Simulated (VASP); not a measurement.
Input of a VASP 6.6.1 run:

The input INCAR:

```
SYSTEM = GeSb4Te7
PREC = Accurate ; ENCUT = 520
EDIFF = 1E-7 ; ISMEAR = 0
SIGMA = 0.1 ; LREAL = .FALSE.
LASPH = .TRUE. ; NELM = 60
ALGO = Normal ; ISIF = 2
LWAVE = .FALSE. ; LCHARG = .TRUE.
GGA = PS ; LELF = .TRUE.
LVHAR = .TRUE. ; NBANDS = 50
```

Contents of KPOINTS:

```
Automatic mesh
0
G
  12 12 2
  0 0 0
```

POSCAR

```
GeSb4Te7
1.0
    4.3397333601      0.0000000000      0.0000000000
   -2.1698666800      3.7583193355      0.0000000000
    0.0000000000      0.0000000000     23.8349741588
Ge Sb Te
1 4 7
Direct
    0.0000000000      0.0000000000      0.5000000000
    0.6666666667      0.3333333333      0.9179331680
    0.3333333333      0.6666666667      0.3474205663
    0.3333333333      0.6666666667      0.0820668320
    0.6666666667      0.3333333333      0.6525794337
    0.3333333333      0.6666666667      0.8473394959
    0.6666666667      0.3333333333      0.1526605041
    0.0000000000      0.0000000000      0.7229497848
    0.6666666667      0.3333333333      0.4304838257
    0.3333333333      0.6666666667      0.5695161743
    0.0000000000      0.0000000000      0.0000000000
    0.0000000000      0.0000000000      0.2770502152
```

Potentials or basis: VASP PAW PBE potentials, release 64 (Ge_d, Sb, Te).

Launch:

```sh
$ cat potpaw_PBE.64/Ge_d/POTCAR potpaw_PBE.64/Sb/POTCAR potpaw_PBE.64/Te/POTCAR > POTCAR
$ mpirun -np 1 vasp_std > vasp.out
```

(1) What does it give for the pressure?

(2) Predict the band gap on the k mesh.

(3) Predict the largest force.

## Answers

(1) -1.8 GPa.

(2) 0.17 eV.

(3) 0.029 eV/Å.

Caveat: the PAW data sets were made with another functional, which shifts forces and pressure a little; spin-orbit coupling is left out, which moves the levels of the heavy elements; this functional lacks dispersion, which binds the layers, so the pressure and a relaxed spacing across them are unreliable.
